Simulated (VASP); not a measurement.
# Zn (Fm-3m) in VASP: notebook

Runs on Zn. Level: PBEsol. Tasks: relaxation of cell and atoms.

All numbers are computed with VASP 6.6.1; they aren't measurements. Logs are shortened: lines on timing, memory, paths and dates and some standing lists are left out, and cuts for length are marked.

## 1. The cell of the first run

Symmetry: Fm-3m, No. 225, cubic system. Conventional cell: a = 3.930 Å, b = 3.930 Å, c = 3.930 Å, α = 90.00°, β = 90.00°, γ = 90.00°. Within 3.7 Å of Zn (site symmetry m-3m) lie 12 Zn at 2.78 Å.

## 2. Relaxation of cell and atoms, PBEsol

Input file INCAR:

```
PREC = Accurate ; ENCUT = 600
EDIFF = 1E-7 ; ISMEAR = -1
SIGMA = 0.05 ; LREAL = False
LASPH = True ; NELM = 60
ALGO = Normal ; ISIF = 3
LWAVE = False ; LCHARG = False
GGA = PS ; IBRION = 2
NSW = 60 ; EDIFFG = -0.01
```

Input file KPOINTS:

```
regular mesh
0
Gamma
  12 12 12
```

Input file POSCAR:

```
Zn
1.0
    0.0000000000      1.9647760000      1.9647760000
    1.9647760000      0.0000000000      1.9647760000
    1.9647760000      1.9647760000      0.0000000000
Zn
1
Direct
    0.0000000000      0.0000000000      0.0000000000
```

Potentials or basis: VASP PAW PBE potentials, release 64 (Zn).

On the command line:

```console
$ cat potpaw_PBE.64/Zn/POTCAR > POTCAR
$ mpirun -np 1 vasp_std > vasp.out
```

OUTCAR:

```text
PREC = Accurate
   ENCUT = 600
   EDIFF = 1E-7
   ISMEAR = -1
   LREAL = False
   LASPH = True
   NELM = 60
   ISIF = 3
   GGA = PS
   IBRION = 2
   NSW = 60
   EDIFFG = -0.01

 ion  position               nearest neighbor table
   1  0.000  0.000  0.000-

  LATTYP: Found a face centered cubic cell.
 ALAT       =     3.9295520000

  Lattice vectors:

 A1 = (   0.0000000000,   1.9647760000,   1.9647760000)
 A2 = (   1.9647760000,   0.0000000000,   1.9647760000)
 A3 = (   1.9647760000,   1.9647760000,   0.0000000000)

Analysis of symmetry for initial positions (statically):
=====================================================================
 Subroutine PRICEL returns:
 Original cell was already a primitive cell.

 Routine SETGRP: Setting up the symmetry group for a
 face centered cubic supercell.

 Subroutine GETGRP returns: Found 48 space group operations
 (whereof 48 operations were pure point group operations)
 out of a pool of 48 trial point group operations.

The static configuration has the point symmetry O_h .

Analysis of symmetry for dynamics (positions and initial velocities):
=====================================================================
 Subroutine PRICEL returns:
 Original cell was already a primitive cell.

 Routine SETGRP: Setting up the symmetry group for a
 face centered cubic supercell.

 Subroutine GETGRP returns: Found 48 space group operations
 (whereof 48 operations were pure point group operations)
 out of a pool of 48 trial point group operations.

The dynamic configuration has the point symmetry O_h .

 Subroutine INISYM returns: Found 48 space group operations
 (whereof 48 operations are pure point group operations),
 and found     1 'primitive' translations

----------------------------------------------------------------------------------------

                                     Primitive cell

  volume of cell :      15.1694

  direct lattice vectors                    reciprocal lattice vectors
     0.000000000  1.964776000  1.964776000    -0.254481936  0.254481936  0.254481936
     1.964776000  0.000000000  1.964776000     0.254481936 -0.254481936  0.254481936
     1.964776000  1.964776000  0.000000000     0.254481936  0.254481936 -0.254481936

  length of vectors
     2.778612866  2.778612866  2.778612866     0.440775643  0.440775643  0.440775643

  position of ions in fractional coordinates (direct lattice)
     0.000000000  0.000000000  0.000000000

  ion indices of the primitive-cell ions
   primitive index   ion index
                 1           1

----------------------------------------------------------------------------------------

 KPOINTS: regular mesh

Automatic generation of k-mesh.
 Grid dimensions read from file:
 generate k-points for:   12   12   12

 Generating k-lattice:

  Cartesian coordinates                     Fractional coordinates (reciprocal lattice)
    -0.021206828  0.021206828  0.021206828     0.083333333  0.000000000  0.000000000
     0.021206828 -0.021206828  0.021206828     0.000000000  0.083333333  0.000000000
     0.021206828  0.021206828 -0.021206828     0.000000000  0.000000000  0.083333333

  Length of vectors
     0.036731304  0.036731304  0.036731304

  Shift w.r.t. Gamma in fractional coordinates (k-lattice)
     0.000000000  0.000000000  0.000000000

 Subroutine IBZKPT returns following result:
 ===========================================

[... 48 lines left out ...]
   LREAL  =      F    real-space projection
   EDIFFG = -.1E-01   stopping-criterion for IOM
   NSW    =     60    number of steps for IOM
   IBRION =      2    ionic relax: 0-MD 1-quasi-New 2-CG
   NFREE  =      1    steps in history (QN), initial steepest desc. (CG)
   ISIF   =      3    stress and relaxation
   ISYM   =      2    0-nonsym 1-usesym 2-fastsym
   POTIM  = 0.5000    time-step for ionic-motion
   TEBEG  =    0.0;   TEEND  =   0.0 temperature during run
   PSTRESS=    0.0 pullay stress
   NELECT =      12.0000    total number of electrons
   NUPDOWN=      -1.0000    fix difference up-down
   EMIN   =  10.00;   EMAX   =-10.00  energy-range for DOS
   EFERMI =   0.00;   METHOD = LEGACY
   ISMEAR =    -1;   SIGMA  =   0.05  broadening in eV -4-tet -1-fermi 0-gaus
   EFERMI_NEDOS =   21; number of points for ismear=-14 and -15
   IALGO  =     38    algorithm
   IMIX   =      4    mixing-type and parameters
     AMIX     =   0.40;   BMIX     =  1.00
     AMIX_MAG =   1.60;   BMIX_MAG =  1.00
  volume/ion in A,a.u.               =      15.17       102.37
  Fermi-wavevector in a.u.,A,eV,Ry     =   1.514069  2.861175 31.190044  2.292404
  Thomas-Fermi vector in A             =   2.623775
   LORBIT       =      0    0 simple, 1 ext, 2 COOP (PROOUT), +10 PAW based schemes
   GGA     = PS    functional components
   LHFCALC =     F    Hartree Fock is set to
   AEXX    =    0.0000 exact exchange contribution
   IVDW    =     0    specifies the selected vdW correction
   LEPSILON=     F    determine dielectric tensor
   LRPA    =     F    only Hartree local field effects (RPA)
 conjugate gradient relaxation of ions
 non-spin polarized calculation
  energy-cutoff  :      600.00
  volume of cell :       15.17
 maximum number of plane-waves:       532
 NGX is ok and might be reduce to    24
   NGX = 11   NGY = 11   NGZ = 11

--------------------------------------- Ionic step        1  -------------------------------------------

 number of electron      12.0000008 magnetization

 Free energy of the ion-electron system (eV)
  ---------------------------------------------------
  ext. energy  EPLUGINS =         0.00000000
  ---------------------------------------------------
  free energy    TOTEN  =        -1.53679929 eV

  energy without entropy =       -1.53344436  energy(sigma->0) =       -1.53512182

------------------------ aborting loop because EDIFF is reached ----------------------------------------

  FORCE on cell =-STRESS in cart. coord.  units (eV):
  Direction    XX          YY          ZZ          XY          YZ          ZX
  --------------------------------------------------------------------------------------
  -------------------------------------------------------------------------------------
  Total       -0.4657871     -0.4657871     -0.4657871      0.0000000      0.0000000      0.0000000
  in kB      -49.1959010    -49.1959010    -49.1959010      0.0000000      0.0000000      0.0000000
  external PRESSURE =     -49.1959010 kB  Pullay stress =       0.0000000 kB

 VOLUME and BASIS-vectors are now :
 -----------------------------------------------------------------------------
  energy-cutoff  :      600.00
  volume of cell :       15.17
      direct lattice vectors                 reciprocal lattice vectors
     0.000000000  1.964776000  1.964776000    -0.254481936  0.254481936  0.254481936
     1.964776000  0.000000000  1.964776000     0.254481936 -0.254481936  0.254481936
     1.964776000  1.964776000  0.000000000     0.254481936  0.254481936 -0.254481936

 POSITION                                       TOTAL-FORCE (eV/Angst)
 -----------------------------------------------------------------------------------
      0.00000      0.00000      0.00000        -0.000000      0.000000      0.000000
 -----------------------------------------------------------------------------------
    total drift:                               -0.000000     -0.000000     -0.000000

  FREE ENERGIE OF THE ION-ELECTRON SYSTEM (eV)
  ---------------------------------------------------
  free  energy   TOTEN  =        -1.5367992900 eV

  energy  without entropy=       -1.5334443560  energy(sigma->0) =       -1.53512182

--------------------------------------- Ionic step        2  -------------------------------------------

 number of electron      11.9999994 magnetization

 Free energy of the ion-electron system (eV)
  ---------------------------------------------------
  ext. energy  EPLUGINS =         0.00000000
  ---------------------------------------------------
  free energy    TOTEN  =        -1.55334471 eV

  energy without entropy =       -1.55063304  energy(sigma->0) =       -1.55198888

 E-fermi :   3.3533     XC(G=0): -12.0894

 val. band max:        3.3179320755   @ k =  -0.3333   0.3333   0.1667
 cond. band min:       3.4561134029   @ k =  -0.4167   0.0833   0.0000
 fundamental gap:      0.1381813274
 Fermi energy:         3.3533133052

 k-point     1 :       0.0000    0.0000    0.0000
  band No.  band energies     occupation
      1      -7.5211      2.00000
      2      -4.3754      2.00000
      3      -4.3754      2.00000
      4      -4.3754      2.00000
      5      -3.9395      2.00000
      6      -3.9395      2.00000
      7      22.6175      0.00000
      8      22.6175      0.00000
      9      22.6175      0.00000
     10      22.8449      0.00000
[... 287 lines left out ...]
 k-point    24 :      -0.4167    0.1667    0.0000
  band No.  band energies     occupation
      1      -4.9785      2.00000
      2      -4.4824      2.00000
      3      -4.2187      2.00000
      4      -4.0017      2.00000
      5      -3.6692      2.00000
      6       0.9557      2.00000
      7       3.0886      1.99001
      8      13.2414      0.00000
      9      17.1051      0.00000
     10      19.4229      0.00000

 [... further k-points ...]

------------------------ aborting loop because EDIFF is reached ----------------------------------------

  FORCE on cell =-STRESS in cart. coord.  units (eV):
  Direction    XX          YY          ZZ          XY          YZ          ZX
  --------------------------------------------------------------------------------------
  -------------------------------------------------------------------------------------
  Total       -0.0023225     -0.0023225     -0.0023225      0.0000000     -0.0000000     -0.0000000
  in kB       -0.2626060     -0.2626060     -0.2626060      0.0000000     -0.0000000     -0.0000000
  external PRESSURE =      -0.2626060 kB  Pullay stress =       0.0000000 kB

 VOLUME and BASIS-vectors are now :
 -----------------------------------------------------------------------------
  energy-cutoff  :      600.00
  volume of cell :       14.17
      direct lattice vectors                 reciprocal lattice vectors
     0.000000000  1.920625899  1.920625899    -0.260331801  0.260331801  0.260331801
     1.920625899 -0.000000000  1.920625899     0.260331801 -0.260331801  0.260331801
     1.920625899  1.920625899 -0.000000000     0.260331801  0.260331801 -0.260331801

 POSITION                                       TOTAL-FORCE (eV/Angst)
 -----------------------------------------------------------------------------------
      1.92063      1.92063     -0.00000         0.000000     -0.000000      0.000000
 -----------------------------------------------------------------------------------
    total drift:                                0.000000      0.000000      0.000000

  FREE ENERGIE OF THE ION-ELECTRON SYSTEM (eV)
  ---------------------------------------------------
  free  energy   TOTEN  =        -1.5533447138 eV

  energy  without entropy=       -1.5506330400  energy(sigma->0) =       -1.55198888

 reached required accuracy - stopping structural energy minimisation
```

It took 14 s on 1 thread of Intel Xeon 6975P-C (Granite Rapids), shared host; peak memory 0.14 GiB.

What came out:

* Free energy: -1.5533 eV
* Relaxed volume: 14.17 Å³/atom
* Relaxed cell: a = 2.716 Å, b = 2.716 Å, c = 2.716 Å, α = 60.00°, β = 60.00°, γ = 60.00°
* Space group after relaxing (to 0.05 Å): Fm-3m (No. 225)
* Energy gained by relaxing: 16.5 meV/atom
* Ionic steps: 2
* Pressure after relaxing: 0.0 GPa
* Band gap on the k mesh: zero (band 6 reaches 5.69 eV, above the bottom of band 7 at 2.14 eV)

Step by step:
```tsv
step	energy change (eV)	largest force (eV/Å)	pressure (GPa)	volume (Å³)
1	0.0000	0.0000	-4.92	15.17
2	-0.0165	0.0000	-0.03	14.17
```

Final structure:
```
Zn
1.0
     0.00000    1.92063    1.92063
     1.92063    0.00000    1.92063
     1.92063    1.92063    0.00000
Zn
1
Direct
  0.00000 0.00000 0.00000
```

Caveat: the PAW data sets were made with another functional, which shifts forces and pressure a little.

## 3. Relaxation of cell and atoms, PBEsol, target pressure 2 GPa, at which the enthalpy is minimised

Input file INCAR:

```
  PREC = Accurate
  ENCUT = 600
  EDIFF = 1E-7
  ISMEAR = -1
  SIGMA = 0.05
  LREAL = F
  LASPH = T
  NELM = 100
  ALGO = Normal
  ISIF = 3
  LWAVE = F
  LCHARG = F
  GGA = PS
  IBRION = 2
  NSW = 60
  EDIFFG = -0.01
  PSTRESS = 20.0
```

Input file KPOINTS:

```
Automatic mesh
0
Gamma
  12 12 12
```

POSCAR is that of step 2.

Potentials or basis: VASP PAW PBE potentials, release 64 (Zn).

On the command line:

```console
$ cat potpaw_PBE.64/Zn/POTCAR > POTCAR
$ mpirun -np 1 vasp_std > vasp.out
```

It took 14 s on 1 thread of Intel Xeon 6975P-C (Granite Rapids), shared host; peak memory 0.15 GiB.

Results (log left out):

```yaml
Free_energy: -1.5514 eV
Relaxed_volume: 13.85 Å³/atom
Relaxed_cell: a = 2.696 Å, b = 2.696 Å, c = 2.696 Å, α = 60.00°, β = 60.00°, γ = 60.00°
Space_group_after_relaxing_to_0.05_Å: Fm-3m (No. 225)
Energy_change_on_relaxing_the_enthalpy_is_what_falls: -14.6 meV/atom
Ionic_steps: 3
Pressure_after_relaxing: 2.0 GPa
Band_gap_on_the_k_mesh: zero (band 6 reaches 5.88 eV, above the bottom of band 7 at 2.35 eV)
```

Step by step:
| step | energy change (eV) | largest force (eV/Å) | pressure (GPa) | volume (Å³) |
| --- | --- | --- | --- | --- |
| 1 | 0.0000 | 0.0000 | -4.92 | 15.17 |
| 2 | -0.0135 | 0.0000 | 2.55 | 13.78 |
| 3 | -0.0146 | 0.0000 | 2.03 | 13.85 |

Final structure:
```yaml
crystal:
  lattice:
    - [0.00000, 1.90623, 1.90623]
    - [1.90623, 0.00000, 1.90623]
    - [1.90623, 1.90623, 0.00000]
  atoms:
    - { symbol: Zn, position: [0.00000, 0.00000, 0.00000] }
```

Levels at points of the mesh, in eV from the Fermi level:
```
           k point  band 3  band 4  band 5  band 6  band 7  band 8  band 9  band 10
(0.00, 0.00, 0.00)   -7.80   -7.80   -7.35   -7.35   19.59   19.59   19.59    19.66
(0.50, 0.00, 0.00)   -7.81   -7.01   -7.01   -3.27   -1.18   16.37   16.37    18.12
(0.50, 0.50, 0.00)   -7.03   -6.93   -6.93   -1.20    2.12    8.92    8.92    12.74
```

Caveat: the cell is relaxed towards a set pressure, so the enthalpy falls and the energy may rise; the PAW data sets were made with another functional, which shifts forces and pressure a little.

## 4. Relaxation of cell and atoms, PBEsol, target pressure 5 GPa, at which the enthalpy is minimised

Input file INCAR:

```
SYSTEM = Zn
PREC = Accurate ; ENCUT = 600
EDIFF = 1E-7 ; ISMEAR = -1
SIGMA = 0.05 ; LREAL = .FALSE.
LASPH = .TRUE. ; NELM = 80
ALGO = Normal ; ISIF = 3
LWAVE = .FALSE. ; LCHARG = .FALSE.
GGA = PS ; IBRION = 2
NSW = 60 ; EDIFFG = -0.01
PSTRESS = 50.0
```

Input file KPOINTS:

```
Automatic mesh
0
G
  12 12 12
  0 0 0
```

POSCAR is that of step 3.

On the command line:

```console
$ cat potpaw_PBE.64/Zn/POTCAR > POTCAR
$ mpirun -np 1 vasp_std > vasp.out
```

It took 15 s on 1 thread of Intel Xeon 6975P-C (Granite Rapids), shared host; peak memory 0.15 GiB.

Results (log left out):

```
Free energy                                            : -1.5430 eV
Relaxed volume                                         : 13.46 Å³/atom
Relaxed cell                                           : a = 2.670 Å, b = 2.670 Å, c = 2.670 Å, α = 60.00°, β = 60.00°, γ = 60.00°
Space group after relaxing (to 0.05 Å)                 : Fm-3m (No. 225)
Energy change on relaxing (the enthalpy is what falls) : -6.2 meV/atom
Ionic steps                                            : 3
Pressure after relaxing                                : 5.0 GPa
Band gap on the k mesh                                 : zero (band 6 reaches 6.13 eV, above the bottom of band 7 at 2.63 eV)
```

The path:
```csv
step,energy change (eV),largest force (eV/Å),pressure (GPa),volume (Å³)
1,0.0000,0.0000,-4.92,15.17
2,0.0039,0.0000,7.37,13.20
3,-0.0062,0.0000,5.02,13.46
```

Final structure:
```yaml
crystal:
  lattice:
    - [0.00000, 1.88815, 1.88815]
    - [1.88815, 0.00000, 1.88815]
    - [1.88815, 1.88815, 0.00000]
  atoms:
    - { symbol: Zn, position: [0.00000, 0.00000, 0.00000] }
```

Levels at points of the mesh, in eV from the Fermi level:
```tsv
k point	band 2	band 3	band 4	band 5	band 6	band 7	band 8	band 9	band 10
(0.00, 0.00, 0.00)	-7.91	-7.91	-7.91	-7.43	-7.43	19.86	19.99	19.99	19.99
(0.50, 0.00, 0.00)	-7.92	-7.92	-7.08	-7.08	-3.42	-1.14	16.71	16.71	18.30
(0.50, 0.50, 0.00)	-8.69	-7.10	-7.00	-7.00	-1.30	2.21	9.06	9.06	12.93
```

Caveat: the cell is relaxed towards a set pressure, so the enthalpy falls and the energy may rise; the PAW data sets were made with another functional, which shifts forces and pressure a little.

## 5. Overview

| cell | gap on the mesh (eV) | pressure (GPa) |
| --- | --- | --- |
| relaxed | none | 0.0 |
| relaxed to 2 GPa | none | 2.0 |
| relaxed to 5 GPa | none | 5.0 |

Alike in all rows: task relaxation of cell and atoms; level PBEsol; potentials or basis VASP PAW PBE potentials, release 64 (Zn); no spin polarisation; k mesh 12 × 12 × 12; cutoff (eV) 600; smearing fermi-dirac 0.05 eV.

Caveats: the PAW data sets were made with another functional, which shifts forces and pressure a little; the cell is relaxed towards a set pressure, so the enthalpy falls and the energy may rise (some runs).

Absolute energies hang on the potentials; compare differences alone.
